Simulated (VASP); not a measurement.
Wanted: the native input for a VASP 6.6.1 run.

| Property | Result |
| --- | --- |
| Task | single point |
| Functional | PBEsol |
| Potentials or basis | VASP PAW PBE potentials, release 64 (Zn, S) |
| Cutoff | 520 eV |
| k mesh | 9 × 9 × 6 |
| Occupations | gaussian, width 0.05 eV |
| Spin | no spin polarisation |
| Dipole correction | no |
| Further INCAR settings | ALGO = Normal; EDIFF = 1e-07; NBANDS = 26 |

The structure of ZnS lies in POSCAR:

```
ZnS
1.0
    3.6041650082      0.0000000000      0.0000000000
   -1.8020825041      3.1212984565      0.0000000000
    0.0000000000      0.0000000000      6.2878262733
Zn S
2 2
Direct
    0.3333333333      0.6666666667      0.0054424479
    0.6666666667      0.3333333333      0.5054424479
    0.3333333333      0.6666666667      0.3795575521
    0.6666666667      0.3333333333      0.8795575521
```

This cell differs from its parent crystal: volume 17.684 Å^3 an atom, c/a of the conventional cell 1.7446.

One way to write it, as run:

INCAR

```
ALGO = Normal
EDIFF = 1E-7
ENCUT = 520
GGA = PS
ISIF = 2
ISMEAR = 0
LASPH = True
LCHARG = True
LELF = True
LREAL = False
LVHAR = True
LWAVE = False
NBANDS = 26
NELM = 80
PREC = Accurate
SIGMA = 0.05
```

KPOINTS

```
k-points
0
Gamma
  9 9 6
```

Potentials or basis: VASP PAW PBE potentials, release 64 (Zn, S).

Command:

```sh
$ cat potpaw_PBE.64/Zn/POTCAR potpaw_PBE.64/S/POTCAR > POTCAR
$ mpirun -np 1 vasp_std > vasp.out
```

Results of the run:

The pressure is 8.7 GPa and the largest force is 0.584 eV/Å. The band gap on the k mesh is 2.28 eV, direct.

Caveat: the PAW data sets were made with another functional, which shifts forces and pressure a little.

It took 93 s on 1 thread of Intel Xeon 6975P-C (shared host), peak memory 0.22 GiB.
